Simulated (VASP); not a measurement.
A run of VASP 6.6.1:

INCAR

```
  PREC = Accurate
  ENCUT = 520
  EDIFF = 1E-6
  ISMEAR = 0
  SIGMA = 0.02
  LREAL = F
  LASPH = T
  NELM = 100
  ALGO = Normal
  ISIF = 2
  LWAVE = F
  LCHARG = F
  LDIPOL = T
  IDIPOL = 3
  DIPOL = 0.5 0.5 0.500
  GGA = PE
  IVDW = 12
  NBANDS = 20
```

KPOINTS

```
Automatic mesh
0
Gamma
  9 9 1
```

Contents of POSCAR:

```
Te2Mo
1.0
    3.6910000000      0.0000000000      0.0000000000
   -1.8455000000      3.1964997654      0.0000000000
    0.0000000000      0.0000000000     33.2698832047
Te Mo
2 1
Direct
    0.3333333333      0.6666666667      0.4510668556
    0.3333333333      0.6666666667      0.5489331444
    0.6666666667      0.3333333333      0.5000000000
```

Potentials or basis: VASP PAW PBE potentials, release 64 (Te, Mo_sv).

Run with:

```sh
$ cat potpaw_PBE.64/Te/POTCAR potpaw_PBE.64/Mo_sv/POTCAR > POTCAR
$ mpirun -np 1 vasp_std > vasp.out
```

Hardware: 1 thread of AMD EPYC 9R45 (Zen 5) (shared host).

Estimate the wall time of this run.

Run time: 2.2 min on 1 thread of AMD EPYC 9R45 (Zen 5), with other jobs on the host, peak memory 0.44 GiB. Counts: scf iterations 22, k points 12.
